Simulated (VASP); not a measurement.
# B (Fddd) in VASP: a series of runs

Runs on B. Level: PBE. Tasks: single point.

Program: VASP 6.6.1. These are calculated values, not measurements. Logs are shortened: lines on timing, memory, paths and dates and some standing lists are left out, and cuts for length are marked.

**1. The cell of the first run**

The structure is orthorhombic, space group Fddd (No. 70). The conventional cell has a = 3.305 Å, b = 8.186 Å, c = 8.998 Å, α = 90.00°, β = 90.00°, γ = 90.00°. Within 2.3 Å of B (site symmetry 2) lie 6 B at 1.70 to 1.87 Å. Within 2.2 Å of B (site symmetry 2) lie 5 B at 1.65 to 1.81 Å.

**2. Single point, PBE**

The input, INCAR:

```
SYSTEM = B
PREC = Accurate
ENCUT = 520
EDIFF = 1E-6
ISMEAR = 0
SIGMA = 0.1
LREAL = .FALSE.
LASPH = .TRUE.
NELM = 100
ALGO = Normal
ISIF = 2
LWAVE = .FALSE.
LCHARG = .FALSE.
GGA = PE
NBANDS = 22
```

The input, KPOINTS:

```
regular mesh
0
G
  6 6 6
  0 0 0
```

The input, POSCAR:

```
B
1.0
    0.0000000000      4.0929263761      1.6523652151
    4.4990430304      0.0000000000      1.6523652151
    4.4990430304      4.0929263761      0.0000000000
B
8
Direct
    0.9012414692      0.5087062542      0.9913019177
    0.5087062542      0.9012414692      0.5987503589
    0.2586980823      0.6512496411      0.3487585308
    0.6512496411      0.2586980823      0.7412937458
    0.7967546063      0.6131612603      0.7032404444
    0.6131612603      0.7967546063      0.8868436891
    0.5467595556      0.3631563109      0.4532453937
    0.3631563109      0.5467595556      0.6368387397
```

Potentials or basis: VASP PAW PBE potentials, release 64 (B).

Run with:

```bash
> cat potpaw_PBE.64/B/POTCAR > POTCAR
> mpirun -np 1 vasp_std > vasp.out
```

OUTCAR:

```text
SYSTEM = B
   PREC = Accurate
   ENCUT = 520
   EDIFF = 1E-6
   ISMEAR = 0
   LREAL = .FALSE.
   LASPH = .TRUE.
   NELM = 100
   ISIF = 2
   GGA = PE

 ion  position               nearest neighbor table
   1  0.901  0.509  0.991-   8 1.70   7 1.70   6 1.81   5 1.81   2 1.87   2 1.87
   2  0.509  0.901  0.599-   7 1.70   8 1.70   5 1.81   6 1.81   1 1.87   1 1.87
   3  0.259  0.651  0.349-   6 1.70   5 1.70   8 1.81   7 1.81   4 1.87   4 1.87
   4  0.651  0.259  0.741-   5 1.70   6 1.70   7 1.81   8 1.81   3 1.87   3 1.87
   5  0.797  0.613  0.703-   6 1.65   4 1.70   3 1.70   2 1.81   1 1.81
   6  0.613  0.797  0.887-   5 1.65   3 1.70   4 1.70   1 1.81   2 1.81
   7  0.547  0.363  0.453-   8 1.65   2 1.70   1 1.70   4 1.81   3 1.81
   8  0.363  0.547  0.637-   7 1.65   1 1.70   2 1.70   3 1.81   4 1.81

  LATTYP: Found a face centered orthorhombic cell.
 ALAT       =     3.3047304302
 B/A-ratio  =     2.4770107351
 C/A-ratio  =     2.7227897255

  Lattice vectors:

 A1 = (   4.4990430304,  -4.0929263761,   0.0000000000)
 A2 = (   4.4990430304,   0.0000000000,   1.6523652151)
 A3 = (   0.0000000000,  -4.0929263761,   1.6523652151)

Analysis of symmetry for initial positions (statically):
=====================================================================
 Subroutine PRICEL returns:
 Original cell was already a primitive cell.

 Routine SETGRP: Setting up the symmetry group for a
 face centered orthorhombic supercell.

 Subroutine GETGRP returns: Found  4 space group operations
 (whereof  2 operations were pure point group operations)
 out of a pool of  8 trial point group operations.

The static configuration has the point symmetry C_2 .
 The point group associated with its full space group is C_2v.

Analysis of symmetry for dynamics (positions and initial velocities):
=====================================================================
 Subroutine PRICEL returns:
 Original cell was already a primitive cell.

 Routine SETGRP: Setting up the symmetry group for a
 face centered orthorhombic supercell.

 Subroutine GETGRP returns: Found  4 space group operations
 (whereof  2 operations were pure point group operations)
 out of a pool of  8 trial point group operations.

The dynamic configuration has the point symmetry C_2 .
 The point group associated with its full space group is C_2v.

 Subroutine INISYM returns: Found  4 space group operations
 (whereof  2 operations are pure point group operations),
 and found     1 'primitive' translations

----------------------------------------------------------------------------------------

                                     Primitive cell

  volume of cell :      60.8541

  direct lattice vectors                    reciprocal lattice vectors
     0.000000000  4.092926376  1.652365215    -0.111134745  0.122161982  0.302596542
     4.499043030  0.000000000  1.652365215     0.111134745 -0.122161982  0.302596542
     4.499043030  4.092926376  0.000000000     0.111134745  0.122161982 -0.302596542

  length of vectors
     4.413882319  4.792880031  6.082222826     0.344730545  0.344730545  0.344730545

  position of ions in fractional coordinates (direct lattice)
     0.901241469  0.508706254  0.991301918
     0.508706254  0.901241469  0.598750359
     0.258698082  0.651249641  0.348758531
     0.651249641  0.258698082  0.741293746
     0.796754606  0.613161260  0.703240444
     0.613161260  0.796754606  0.886843689
     0.546759556  0.363156311  0.453245394
     0.363156311  0.546759556  0.636838740

  ion indices of the primitive-cell ions
   primitive index   ion index
                 1           1
                 2           2
                 3           3
                 4           4
                 5           5
                 6           6
                 7           7
                 8           8

----------------------------------------------------------------------------------------

 KPOINTS: regular mesh

Automatic generation of k-mesh.
 Grid dimensions read from file:
 generate k-points for:    6    6    6

 Generating k-lattice:

  Cartesian coordinates                     Fractional coordinates (reciprocal lattice)
    -0.018522458  0.020360330  0.050432757     0.166666667  0.000000000  0.000000000
     0.018522458 -0.020360330  0.050432757     0.000000000  0.166666667  0.000000000
     0.018522458  0.020360330 -0.050432757    -0.000000000 -0.000000000  0.166666667

  Length of vectors
     0.057455091  0.057455091  0.057455091

  Shift w.r.t. Gamma in fractional coordinates (k-lattice)
     0.000000000  0.000000000  0.000000000

 Subroutine IBZKPT returns following result:
 ===========================================

 Found     46 irreducible k-points:

 Following reciprocal coordinates:
            Coordinates               Weight
  0.000000  0.000000  0.000000      1.000000
  0.166667 -0.000000 -0.000000      8.000000
  0.333333 -0.000000 -0.000000      8.000000
  0.500000 -0.000000 -0.000000      4.000000
  0.166667  0.166667  0.000000      2.000000
  0.333333  0.166667 -0.000000      8.000000
[... 16 lines left out ...]
 -0.166667  0.166667  0.166667      8.000000
  0.500000  0.333333  0.166667      4.000000
 [... further k-points ...]
   k-points           NKPTS =     46   k-points in BZ     NKDIM =     46   number of bands    NBANDS=     22
   number of dos      NEDOS =    301   number of ions     NIONS =      8
   total plane-waves  NPLWV =  62208
   dimension x,y,z NGX =    36 NGY =   36 NGZ =   48
   dimension x,y,z NGXF=    72 NGYF=   72 NGZF=   96
   ions per type =               8
   NGX,Y,Z   is equivalent  to a cutoff of  13.56, 12.49, 13.12 a.u.
   NGXF,Y,Z  is equivalent  to a cutoff of  27.12, 24.97, 26.24 a.u.
 SYSTEM =  B
   PREC   = accura    normal or accurate (medium, high low for compatibility)
   ISTART =      0    job   : 0-new  1-cont  2-samecut
   ICHARG =      2    charge: 1-file 2-atom 10-const
   ISPIN  =      1    spin polarized calculation?
   LNONCOLLINEAR =      F non collinear calculations
   LSORBIT =      F    spin-orbit coupling
   LASPH  =      T    aspherical Exc in radial PAW
   ENCUT  =  520.0 eV  38.22 Ry    6.18 a.u.   8.21  8.91 11.31*2*pi/ulx,y,z
   NELM   =    100;   NELMIN=  2; NELMDL= -5     # of ELM steps
   EDIFF  = 0.1E-05   stopping-criterion for ELM
   LREAL  =      F    real-space projection
   EDIFFG = 0.1E-04   stopping-criterion for IOM
   NSW    =      0    number of steps for IOM
   IBRION =     -1    ionic relax: 0-MD 1-quasi-New 2-CG
   NFREE  =      0    steps in history (QN), initial steepest desc. (CG)
   ISIF   =      2    stress and relaxation
   ISYM   =      2    0-nonsym 1-usesym 2-fastsym
   POTIM  = 0.5000    time-step for ionic-motion
   TEBEG  =    0.0;   TEEND  =   0.0 temperature during run
   PSTRESS=    0.0 pullay stress
   NELECT =      24.0000    total number of electrons
   NUPDOWN=      -1.0000    fix difference up-down
   EMIN   =  10.00;   EMAX   =-10.00  energy-range for DOS
   EFERMI =   0.00;   METHOD = LEGACY
   ISMEAR =     0;   SIGMA  =   0.10  broadening in eV -4-tet -1-fermi 0-gaus
   EFERMI_NEDOS =   21; number of points for ismear=-14 and -15
   IALGO  =     38    algorithm
   IMIX   =      4    mixing-type and parameters
     AMIX     =   0.40;   BMIX     =  1.00
     AMIX_MAG =   1.60;   BMIX_MAG =  1.00
  volume/ion in A,a.u.               =       7.61        51.33
  Fermi-wavevector in a.u.,A,eV,Ry     =   1.200554  2.268719 19.610500  1.441331
  Thomas-Fermi vector in A             =   2.336387
   LORBIT       =      0    0 simple, 1 ext, 2 COOP (PROOUT), +10 PAW based schemes
   GGA     = PE    functional components
   LHFCALC =     F    Hartree Fock is set to
   AEXX    =    0.0000 exact exchange contribution
   IVDW    =     0    specifies the selected vdW correction
   LEPSILON=     F    determine dielectric tensor
   LRPA    =     F    only Hartree local field effects (RPA)
 non-spin polarized calculation
 Gauss-broadening in eV      SIGMA  =   0.10
  energy-cutoff  :      520.00
  volume of cell :       60.85
 maximum number of plane-waves:      1662
 NGX is ok and might be reduce to    36
   NGX = 17   NGY = 17   NGZ = 23

 number of electron      24.0000000 magnetization

 Free energy of the ion-electron system (eV)
  ---------------------------------------------------
  ext. energy  EPLUGINS =         0.00000000
  ---------------------------------------------------
  free energy    TOTEN  =       -50.84758241 eV

  energy without entropy =      -50.83691152  energy(sigma->0) =      -50.84224696

 E-fermi :   5.9472     XC(G=0): -11.3576

 val. band max:        5.9469199787   @ k =   0.5000  -0.3333   0.1667
 cond. band min:       5.9786034361   @ k =   0.5000   0.5000   0.0000
 fundamental gap:      0.0316834574
 Fermi energy:         5.9472359408

 k-point     1 :       0.0000    0.0000    0.0000
  band No.  band energies     occupation
      1      -9.6750      2.00000
      2      -4.8022      2.00000
      3      -4.3461      2.00000
      4      -3.4892      2.00000
      5      -2.7094      2.00000
      6      -0.2773      2.00000
[... 14 lines left out ...]
     21      15.1699      0.00000
     22      15.1989      0.00000

 k-point     2 :       0.1667   -0.0000   -0.0000
  band No.  band energies     occupation
      1      -9.3291      2.00000
      2      -5.1402      2.00000
      3      -4.0381      2.00000
      4      -3.5774      2.00000
      5      -1.9650      2.00000
      6      -0.9055      2.00000
[... 14 lines left out ...]
     21      14.8665      0.00000
     22      15.2351      0.00000

 k-point     3 :       0.3333   -0.0000   -0.0000
  band No.  band energies     occupation
      1      -8.3482      2.00000
      2      -5.3452      2.00000
      3      -4.5873      2.00000
      4      -3.0151      2.00000
      5      -2.1602      2.00000
      6      -1.6385      2.00000
[... 14 lines left out ...]
     21      15.0622      0.00000
     22      15.5582      0.00000
[... 476 lines left out ...]
 k-point    23 :      -0.1667    0.1667    0.1667
  band No.  band energies     occupation
      1      -9.0340      2.00000
      2      -6.4661      2.00000
      3      -3.7896      2.00000
      4      -2.1275      2.00000
      5      -1.7673      2.00000
      6      -1.6397      2.00000
[... 14 lines left out ...]
     21      14.8869      0.00000
     22      15.3104      0.00000

 k-point    24 :       0.5000    0.3333    0.1667
  band No.  band energies     occupation
      1      -7.0473      2.00000
      2      -6.5734      2.00000
      3      -5.4238      2.00000
      4      -4.3200      2.00000
      5      -1.9516      2.00000
      6      -1.3121      2.00000
[... 14 lines left out ...]
     21      14.0948      0.00000
     22      15.5381      0.00000

 [... further k-points ...]
[... 5 lines left out ...]
  --------------------------------------------------------------------------------------
  -------------------------------------------------------------------------------------
  Total        0.0426441      0.0434852     -0.0742615      0.0000000      0.0000000      0.0000000
  in kB        1.1227400      1.1448856     -1.9551690      0.0000000      0.0000000      0.0000000
  external PRESSURE =       0.1041522 kB  Pullay stress =       0.0000000 kB

 VOLUME and BASIS-vectors are now :
 -----------------------------------------------------------------------------
  energy-cutoff  :      520.00
  volume of cell :       60.85
      direct lattice vectors                 reciprocal lattice vectors
     0.000000000  4.092926376  1.652365215    -0.111134745  0.122161982  0.302596542
     4.499043030  0.000000000  1.652365215     0.111134745 -0.122161982  0.302596542
     4.499043030  4.092926376  0.000000000     0.111134745  0.122161982 -0.302596542

 POSITION                                       TOTAL-FORCE (eV/Angst)
 -----------------------------------------------------------------------------------
      6.74860      7.74604      2.32975        -0.000290     -0.014632     -0.000116
      6.74853      4.53274      2.32975         0.000290      0.014632     -0.000116
      4.49908      2.48628      1.50357        -0.000290      0.014632     -0.000116
      4.49901      5.69958      1.50357         0.000290     -0.014632     -0.000116
      5.92255      6.13937      2.32970         0.015899      0.000270      0.000116
      7.57458      6.13941      2.32970        -0.015899     -0.000270      0.000116
      3.67303      4.09295      1.50351         0.015899     -0.000270      0.000116
      5.32506      4.09291      1.50351        -0.015899      0.000270      0.000116
 -----------------------------------------------------------------------------------
    total drift:                               -0.000000     -0.000000     -0.000000

  FREE ENERGIE OF THE ION-ELECTRON SYSTEM (eV)
  ---------------------------------------------------
  free  energy   TOTEN  =       -50.8475824097 eV

  energy  without entropy=      -50.8369115184  energy(sigma->0) =      -50.84224696
```

Wall time 75 s (1 thread of Intel Xeon Platinum 8488C (Sapphire Rapids), shared host); peak memory 0.23 GiB.

What came out:

| Property | Result |
| --- | --- |
| Free energy | -50.8476 eV |
| Pressure | 0.0 GPa |
| Largest force | 0.016 eV/Å |
| Band gap on the k mesh | zero (band 12 reaches 6.19 eV, above the bottom of band 13 at 5.05 eV) |

Forces on the atoms (eV/Å):
```
B    0.000 -0.015  0.000
B    0.000  0.015  0.000
B    0.000  0.015  0.000
B    0.000 -0.015  0.000
B    0.016  0.000  0.000
B   -0.016  0.000  0.000
B    0.016  0.000  0.000
B   -0.016  0.000  0.000
```

Caveat: the k points lie up to 0.36 Å⁻¹ apart.

**3. Single point, PBE**

This run uses another cell than the first one, of 7.62 Å³/atom, 1.002 times its volume.

The input, INCAR:

```
PREC     = Accurate       # precision mode
ENCUT    = 520            # plane-wave cutoff, eV
EDIFF    = 1E-7           # SCF threshold, eV
ISMEAR   = 0              # smearing method
SIGMA    = 0.1            # smearing width, eV
LREAL    = False          # projectors in reciprocal space
LASPH    = True           # aspherical terms in the spheres
NELM     = 100            # most SCF steps
ALGO     = Normal         # electronic algorithm
ISIF     = 2              # what is computed and relaxed
LWAVE    = False          # write WAVECAR
LCHARG   = False          # write CHGCAR
GGA      = PE             # functional
NBANDS   = 22             # bands
```

The input, KPOINTS:

```
Automatic mesh
0
Gamma
  14 14 14
```

The input, POSCAR:

```
B
1.0
    0.0000000000      4.0922764941      4.4949704230
    1.6576132827      0.0000000000      4.4949704230
    1.6576132827      4.0922764941      0.0000000000
B
8
Direct
    0.1963370443      0.8036629557      0.1963370443
    0.8036629557      0.1963370443      0.8036629557
    0.0536629557      0.4463370443      0.0536629557
    0.4463370443      0.0536629557      0.4463370443
    0.0919017761      0.0919017761      0.9080982239
    0.9080982239      0.9080982239      0.0919017761
    0.3419017761      0.3419017761      0.1580982239
    0.1580982239      0.1580982239      0.3419017761
```

Potentials or basis: VASP PAW PBE potentials, release 64 (B).

Run with:

```bash
> cat potpaw_PBE.64/B/POTCAR > POTCAR
> mpirun -np 1 vasp_std > vasp.out
```

It used 440 s of CPU time on 1 thread of Intel(R) Xeon(R) Platinum 8488C (Sapphire Rapids) (shared host).

It converged, with:

```
Free energy            : -50.8668 eV
Pressure               : 0.0 GPa
Largest force          : 0.007 eV/Å
Band gap on the k mesh : zero (band 12 reaches 6.06 eV, above the bottom of band 13 at 4.93 eV)
```

Forces on the atoms (eV/Å):
```
B    0.000 -0.007  0.000
B    0.000  0.007  0.000
B    0.000  0.007  0.000
B    0.000 -0.007  0.000
B    0.000  0.000  0.002
B    0.000  0.000 -0.002
B    0.000  0.000  0.002
B    0.000  0.000 -0.002
```

Stress tensor (GPa, compression positive):
```
-0.06  0.00  0.00
 0.00 -0.01  0.00
 0.00  0.00  0.06
```

Levels at points of the mesh, in eV from the Fermi level:
| k point | band 10 | band 11 | band 12 | band 13 | band 14 | band 15 |
| --- | --- | --- | --- | --- | --- | --- |
| (0.00, 0.00, 0.00) | -2.45 | -1.70 | -0.87 | 0.62 | 0.77 | 0.87 |
| (0.50, 0.00, 0.00) | -3.33 | -2.55 | -2.04 | 0.51 | 3.12 | 3.69 |
| (0.50, 0.50, 0.00) | -1.87 | -1.72 | -1.72 | 0.23 | 0.23 | 5.34 |
| (0.50, 0.00, 0.50) | -2.45 | -0.04 | -0.04 | 0.13 | 0.13 | 5.01 |
| (0.00, 0.50, 0.50) | -2.71 | 0.07 | 0.07 | 0.62 | 0.62 | 3.71 |
